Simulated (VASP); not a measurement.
# As in VASP: a series of runs

The runs below take As through single point, with LDA.

All numbers are computed with VASP 6.6.1; they aren't measurements. Logs are shortened: lines on timing, memory, paths and dates and some standing lists are left out, and cuts for length are marked.

## Step 1: The cell of the first run

The cell holds a slab with vacuum, 2 atoms: a = 3.294 Å, b = 3.294 Å, c = 28.000 Å, α = 90.00°, β = 90.00°, γ = 120.00°.

## Step 2: Single point, LDA

File INCAR:

```
SYSTEM = As
  PREC = Accurate
  ENCUT = 520
  EDIFF = 1E-6
  ISMEAR = 0
  SIGMA = 0.02
  LREAL = .False.
  LASPH = .True.
  NELM = 80
  ALGO = Normal
  ISIF = 2
  LWAVE = .False.
  LCHARG = .False.
  LDIPOL = .True.
  IDIPOL = 3
  DIPOL = 0.5 0.5 0.500
  NBANDS = 12
```

File KPOINTS:

```
regular mesh
0
Gamma
  9 9 1
  0 0 0
```

File POSCAR:

```
As
1.0
    3.2940000000      0.0000000000      0.0000000000
   -1.6470000000      2.8526876801      0.0000000000
    0.0000000000      0.0000000000     28.0000000000
As
2
Direct
    0.3333333333      0.6666666667      0.5211428571
    0.6666666667      0.3333333333      0.4788571429
```

Potentials or basis: VASP PAW LDA potentials, release 64 (As).

Started as:

```bash
$ cat potpaw_LDA.64/As/POTCAR > POTCAR
$ mpirun -np 1 vasp_std > vasp.out
```

OUTCAR:

```text
SYSTEM = As
   PREC = Accurate
   ENCUT = 520
   EDIFF = 1E-6
   ISMEAR = 0
   LREAL = .False.
   LASPH = .True.
   NELM = 80
   ISIF = 2

 ion  position               nearest neighbor table
   1  0.333  0.667  0.521-   2 2.24   2 2.24   2 2.24
   2  0.667  0.333  0.479-   1 2.24   1 2.24   1 2.24

  LATTYP: Found a hexagonal cell.
 ALAT       =     3.2940000000
 C/A-ratio  =     8.5003035823

  Lattice vectors:

 A1 = (   3.2940000000,   0.0000000000,   0.0000000000)
 A2 = (  -1.6470000000,   2.8526876801,   0.0000000000)
 A3 = (   0.0000000000,   0.0000000000,  28.0000000000)

Analysis of symmetry for initial positions (statically):
=====================================================================
 Subroutine PRICEL returns:
 Original cell was already a primitive cell.

 Routine SETGRP: Setting up the symmetry group for a
 hexagonal supercell.

 Subroutine GETGRP returns: Found 12 space group operations
 (whereof 12 operations were pure point group operations)
 out of a pool of 24 trial point group operations.

The static configuration has the point symmetry D_3d.

Analysis of symmetry for dynamics (positions and initial velocities):
=====================================================================
 Subroutine PRICEL returns:
 Original cell was already a primitive cell.

 Routine SETGRP: Setting up the symmetry group for a
 hexagonal supercell.

 Subroutine GETGRP returns: Found 12 space group operations
 (whereof 12 operations were pure point group operations)
 out of a pool of 24 trial point group operations.

The dynamic configuration has the point symmetry D_3d.

 Subroutine INISYM returns: Found 12 space group operations
 (whereof 12 operations are pure point group operations),
 and found     1 'primitive' translations

----------------------------------------------------------------------------------------

                                     Primitive cell

  volume of cell :     263.1091

  direct lattice vectors                    reciprocal lattice vectors
     3.294000000  0.000000000  0.000000000     0.303582271  0.175273306  0.000000000
    -1.647000000  2.852687680  0.000000000     0.000000000  0.350546612  0.000000000
     0.000000000  0.000000000 28.000000000     0.000000000  0.000000000  0.035714286

  length of vectors
     3.294000000  3.294000000 28.000000000     0.350546612  0.350546612  0.035714286

  position of ions in fractional coordinates (direct lattice)
     0.333333333  0.666666667  0.521142857
     0.666666667  0.333333333  0.478857143

  ion indices of the primitive-cell ions
   primitive index   ion index
                 1           1
                 2           2

----------------------------------------------------------------------------------------

 KPOINTS: regular mesh

Automatic generation of k-mesh.
 Grid dimensions read from file:
 generate k-points for:    9    9    1

 Generating k-lattice:

  Cartesian coordinates                     Fractional coordinates (reciprocal lattice)
     0.033731363  0.019474812  0.000000000     0.111111111  0.000000000  0.000000000
     0.000000000  0.038949624  0.000000000     0.000000000  0.111111111  0.000000000
     0.000000000  0.000000000  0.035714286     0.000000000  0.000000000  1.000000000

  Length of vectors
     0.038949624  0.038949624  0.035714286

  Shift w.r.t. Gamma in fractional coordinates (k-lattice)
     0.000000000  0.000000000  0.000000000

 Subroutine IBZKPT returns following result:
 ===========================================

 Found     12 irreducible k-points:

 Following reciprocal coordinates:
            Coordinates               Weight
  0.000000  0.000000  0.000000      1.000000
  0.111111  0.000000  0.000000      6.000000
  0.222222  0.000000  0.000000      6.000000
  0.333333  0.000000  0.000000      6.000000
  0.444444  0.000000  0.000000      6.000000
  0.111111  0.111111  0.000000      6.000000
  0.222222  0.111111  0.000000     12.000000
  0.333333  0.111111  0.000000     12.000000
  0.444444  0.111111  0.000000      6.000000
  0.222222  0.222222  0.000000      6.000000
  0.333333  0.222222  0.000000     12.000000
  0.333333  0.333333  0.000000      2.000000
   k-points           NKPTS =     12   k-points in BZ     NKDIM =     12   number of bands    NBANDS=     12
   number of dos      NEDOS =    301   number of ions     NIONS =      2
   total plane-waves  NPLWV = 120960
   dimension x,y,z NGX =    24 NGY =   24 NGZ =  210
   dimension x,y,z NGXF=    48 NGYF=   48 NGZF=  420
   ions per type =               2
   NGX,Y,Z   is equivalent  to a cutoff of  12.11, 12.11, 12.47 a.u.
   NGXF,Y,Z  is equivalent  to a cutoff of  24.23, 24.23, 24.94 a.u.
 SYSTEM =  As
   PREC   = accura    normal or accurate (medium, high low for compatibility)
   ISTART =      0    job   : 0-new  1-cont  2-samecut
   ICHARG =      2    charge: 1-file 2-atom 10-const
   ISPIN  =      1    spin polarized calculation?
   LNONCOLLINEAR =      F non collinear calculations
   LSORBIT =      F    spin-orbit coupling
   LASPH  =      T    aspherical Exc in radial PAW
   ENCUT  =  520.0 eV  38.22 Ry    6.18 a.u.   6.12  6.12 52.06*2*pi/ulx,y,z
   NELM   =     80;   NELMIN=  2; NELMDL= -5     # of ELM steps
   EDIFF  = 0.1E-05   stopping-criterion for ELM
   LREAL  =      F    real-space projection
   EDIFFG = 0.1E-04   stopping-criterion for IOM
   NSW    =      0    number of steps for IOM
   IBRION =     -1    ionic relax: 0-MD 1-quasi-New 2-CG
   NFREE  =      0    steps in history (QN), initial steepest desc. (CG)
   ISIF   =      2    stress and relaxation
   ISYM   =      2    0-nonsym 1-usesym 2-fastsym
   POTIM  = 0.5000    time-step for ionic-motion
   TEBEG  =    0.0;   TEEND  =   0.0 temperature during run
   PSTRESS=    0.0 pullay stress
   NELECT =      10.0000    total number of electrons
   NUPDOWN=      -1.0000    fix difference up-down
   EMIN   =  10.00;   EMAX   =-10.00  energy-range for DOS
   EFERMI =   0.00;   METHOD = LEGACY
   ISMEAR =     0;   SIGMA  =   0.02  broadening in eV -4-tet -1-fermi 0-gaus
   EFERMI_NEDOS =   21; number of points for ismear=-14 and -15
   IALGO  =     38    algorithm
   IMIX   =      4    mixing-type and parameters
     AMIX     =   0.40;   BMIX     =  1.00
     AMIX_MAG =   1.60;   BMIX_MAG =  1.00
  volume/ion in A,a.u.               =     131.55       887.77
  Fermi-wavevector in a.u.,A,eV,Ry     =   0.550423  1.040148  4.122089  0.302965
  Thomas-Fermi vector in A             =   1.581984
   LORBIT       =      0    0 simple, 1 ext, 2 COOP (PROOUT), +10 PAW based schemes
   GGA     = CA    functional components
   LHFCALC =     F    Hartree Fock is set to
   AEXX    =    0.0000 exact exchange contribution
   IVDW    =     0    specifies the selected vdW correction
   LEPSILON=     F    determine dielectric tensor
   LRPA    =     F    only Hartree local field effects (RPA)
 non-spin polarized calculation
 Gauss-broadening in eV      SIGMA  =   0.02
  energy-cutoff  :      520.00
  volume of cell :      263.11
 maximum number of plane-waves:      7134
   NGX = 13   NGY = 13   NGZ =105

 dipolmoment           0.000000      0.000000      0.000000 electrons x Angstroem

 number of electron      10.0000003 magnetization

 dipolmoment           0.000000      0.000000     -0.000000 electrons x Angstroem

 Free energy of the ion-electron system (eV)
  ---------------------------------------------------
  ext. energy  EPLUGINS =         0.00000000
  ---------------------------------------------------
  free energy    TOTEN  =        -9.56027896 eV

  energy without entropy =       -9.56027896  energy(sigma->0) =       -9.56027896

 E-fermi :  -4.2072     XC(G=0):  -2.0163

 val. band max:       -4.3337028189   @ k =   0.2222   0.1111   0.0000
 cond. band min:      -2.6537230765   @ k =   0.3333   0.0000   0.0000
 fundamental gap:      1.6799797424
 Fermi energy:        -4.2072269781

 k-point     1 :       0.0000    0.0000    0.0000
  band No.  band energies     occupation
      1     -20.3428      2.00000
      2     -11.4477      2.00000
      3      -4.8234      2.00000
      4      -4.5672      2.00000
      5      -4.5672      2.00000
      6      -1.1040      0.00000
      7      -0.1562      0.00000
      8      -0.1562      0.00000
      9       0.7931      0.00000
     10       1.4287      0.00000
     11       1.8124      0.00000
     12       2.0108      0.00000

 k-point     2 :       0.1111    0.0000    0.0000
  band No.  band energies     occupation
      1     -20.1287      2.00000
      2     -11.3198      2.00000
      3      -6.3024      2.00000
      4      -5.0731      2.00000
      5      -4.6835      2.00000
      6      -1.0048      0.00000
      7       0.4902      0.00000
      8       0.5808      0.00000
      9       1.1401      0.00000
     10       1.6331      0.00000
     11       2.0306      0.00000
     12       2.2400      0.00000

 k-point     3 :       0.2222    0.0000    0.0000
  band No.  band energies     occupation
      1     -19.4936      2.00000
      2     -11.2089      2.00000
      3      -8.5881      2.00000
      4      -5.9801      2.00000
      5      -4.3910      2.00000
      6      -2.1189      0.00000
      7       1.0810      0.00000
      8       1.4896      0.00000
      9       1.6180      0.00000
     10       2.4415      0.00000
     11       2.7491      0.00000
     12       2.9152      0.00000

 k-point     4 :       0.3333    0.0000    0.0000
  band No.  band energies     occupation
      1     -18.4723      2.00000
      2     -12.4820      2.00000
      3      -8.9771      2.00000
      4      -6.7223      2.00000
      5      -4.6558      2.00000
      6      -2.6537      0.00000
      7      -0.1381      0.00000
      8       1.8152      0.00000
      9       2.7237      0.00000
     10       3.1913      0.00000
     11       3.7769      0.00000
     12       4.0531      0.00000

 k-point     5 :       0.4444    0.0000    0.0000
  band No.  band energies     occupation
      1     -17.2637      2.00000
      2     -14.2867      2.00000
      3      -8.1623      2.00000
      4      -7.1198      2.00000
      5      -5.6948      2.00000
      6      -2.5837      0.00000
      7      -0.4878      0.00000
      8       1.7685      0.00000
      9       2.4736      0.00000
     10       4.2831      0.00000
     11       5.0707      0.00000
     12       5.4232      0.00000

 k-point     6 :       0.1111    0.1111    0.0000
  band No.  band energies     occupation
      1     -19.7038      2.00000
      2     -11.1702      2.00000
      3      -7.9006      2.00000
      4      -6.2092      2.00000
      5      -4.4575      2.00000
      6      -0.6776      0.00000
      7       0.0211      0.00000
      8       1.4000      0.00000
      9       1.9435      0.00000
     10       2.1733      0.00000
     11       2.4474      0.00000
     12       2.6940      0.00000

 k-point     7 :       0.2222    0.1111    0.0000
  band No.  band energies     occupation
      1     -18.8706      2.00000
      2     -11.7087      2.00000
      3      -8.9573      2.00000
      4      -7.4097      2.00000
      5      -4.3337      2.00000
      6      -1.4055      0.00000
      7       0.7052      0.00000
      8       0.9913      0.00000
      9       2.2994      0.00000
     10       2.9366      0.00000
     11       3.3469      0.00000
     12       3.5985      0.00000

 k-point     8 :       0.3333    0.1111    0.0000
  band No.  band energies     occupation
      1     -17.7026      2.00000
      2     -13.4608      2.00000
      3      -8.6589      2.00000
      4      -7.8553      2.00000
      5      -5.0476      2.00000
      6      -1.4998      0.00000
      7      -0.1721      0.00000
      8       0.8901      0.00000
      9       3.3254      0.00000
     10       3.6391      0.00000
     11       4.5561      0.00000
     12       4.8543      0.00000

 k-point     9 :       0.4444    0.1111    0.0000
  band No.  band energies     occupation
      1     -16.7956      2.00000
      2     -14.6632      2.00000
      3      -8.6522      2.00000
      4      -7.3582      2.00000
      5      -5.9000      2.00000
      6      -1.1645      0.00000
      7      -0.7185      0.00000
      8       1.1835      0.00000
      9       2.4595      0.00000
     10       5.3454      0.00000
     11       5.4540      0.00000
     12       5.9962      0.00000

 k-point    10 :       0.2222    0.2222    0.0000
  band No.  band energies     occupation
      1     -17.8674      2.00000
      2     -12.9313      2.00000
      3      -9.1016      2.00000
      4      -8.3408      2.00000
      5      -4.6706      2.00000
      6      -0.6948      0.00000
      7      -0.4134      0.00000
      8       2.1196      0.00000
      9       2.9163      0.00000
     10       3.4439      0.00000
     11       4.2975      0.00000
     12       4.6008      0.00000

 k-point    11 :       0.3333    0.2222    0.0000
  band No.  band energies     occupation
      1     -16.6383      2.00000
      2     -14.4081      2.00000
      3      -9.9556      2.00000
      4      -7.3117      2.00000
      5      -5.5796      2.00000
      6      -1.5509      0.00000
      7       0.5795      0.00000
      8       1.6558      0.00000
      9       3.4211      0.00000
     10       4.9622      0.00000
     11       5.2119      0.00000
     12       5.7397      0.00000

 k-point    12 :       0.3333    0.3333    0.0000
  band No.  band energies     occupation
      1     -15.4601      2.00000
      2     -15.4601      2.00000
      3     -10.6344      2.00000
      4      -6.3298      2.00000
      5      -6.3298      2.00000
      6      -2.1858      0.00000
      7       1.6713      0.00000
      8       1.6713      0.00000
      9       4.3003      0.00000
     10       5.7204      0.00000
     11       5.7204      0.00000
     12       6.0693      0.00000

------------------------ aborting loop because EDIFF is reached ----------------------------------------

 vacuum level on the upper side and lower side of the slab       (xc-potential included)        -0.007        -0.007

  FORCE on cell =-STRESS in cart. coord.  units (eV):
  Direction    XX          YY          ZZ          XY          YZ          ZX
  --------------------------------------------------------------------------------------
  -------------------------------------------------------------------------------------
  Total        7.2219611      7.2219611      6.0659046      0.0000000      0.0000000      0.0000000
  in kB       43.9774331     43.9774331     36.9377386      0.0000000      0.0000000      0.0000000
  external PRESSURE =      41.6308682 kB  Pullay stress =       0.0000000 kB

 VOLUME and BASIS-vectors are now :
 -----------------------------------------------------------------------------
  energy-cutoff  :      520.00
  volume of cell :      263.11
      direct lattice vectors                 reciprocal lattice vectors
     3.294000000  0.000000000  0.000000000     0.303582271  0.175273306  0.000000000
    -1.647000000  2.852687680  0.000000000     0.000000000  0.350546612  0.000000000
     0.000000000  0.000000000 28.000000000     0.000000000  0.000000000  0.035714286

 POSITION                                       TOTAL-FORCE (eV/Angst)
 -----------------------------------------------------------------------------------
     -0.00000      1.90179     14.59200         0.000000      0.000000      5.124725
      1.64700      0.95090     13.40800        -0.000000     -0.000000     -5.124725
 -----------------------------------------------------------------------------------
    total drift:                                0.000000      0.000000     -0.000000

  FREE ENERGIE OF THE ION-ELECTRON SYSTEM (eV)
  ---------------------------------------------------
  free  energy   TOTEN  =        -9.5602789555 eV

  energy  without entropy=       -9.5602789555  energy(sigma->0) =       -9.56027896

 vacuum level on the upper side and lower side of the slab         1.679         1.679
```

It took 38 s on 1 thread of Intel Xeon Platinum 8488C (Sapphire Rapids), shared host; peak memory 0.26 GiB.

What came out:

```
Free energy            : -9.5603 eV
Largest force          : 5.125 eV/Å
Band gap on the k mesh : 1.68 eV, indirect (least direct gap 2.00 eV)
```

Forces on the atoms (eV/Å):
```
As   0.000  0.000  5.125
As   0.000  0.000 -5.125
```

## Step 3: Single point, LDA

File INCAR:

```
PREC = Accurate
ENCUT = 520
EDIFF = 1E-6
ISMEAR = 0
SIGMA = 0.02
LREAL = False
LASPH = True
NELM = 100
ALGO = Normal
ISIF = 2
LWAVE = False
LCHARG = False
LDIPOL = True
IDIPOL = 3
DIPOL = 0.5 0.5 0.500
GGA = CA
NBANDS = 12
```

File KPOINTS:

```
Automatic mesh
0
Gamma
  9 9 1
```

File POSCAR:

```
As
1.0
    3.2940000000      0.0000000000      0.0000000000
   -1.6470000000      2.8526876801      0.0000000000
    0.0000000000      0.0000000000     28.0000000000
As
2
Direct
    0.3333333333      0.6666666667      0.5317142857
    0.6666666667      0.3333333333      0.4682857143
```

Potentials or basis: VASP PAW LDA potentials, release 64 (As).

Started as:

```bash
$ cat potpaw_LDA.64/As/POTCAR > POTCAR
$ mpirun -np 1 vasp_std > vasp.out
```

It took 49 s on 1 thread of Intel Xeon Platinum 8488C (Sapphire Rapids), shared host; peak memory 0.26 GiB.

It converged, with:

| Quantity | Value |
| --- | --- |
| Free energy | -9.7804 eV |
| Largest force | 2.673 eV/Å |
| Band gap on the k mesh | zero (band 5 reaches -1.37 eV, above the bottom of band 6 at -3.15 eV) |

Forces in eV/Å, atoms in the order of the input:
```
As   0.000  0.000 -2.673
As   0.000  0.000  2.673
```

Levels at points of the mesh, in eV from the Fermi level:
```csv
k point,band 2,band 3,band 4,band 5,band 6,band 7,band 8,band 9
"(0.00, 0.00, 0.00)",-9.80,-3.26,1.24,1.24,1.91,3.66,3.66,3.82
```
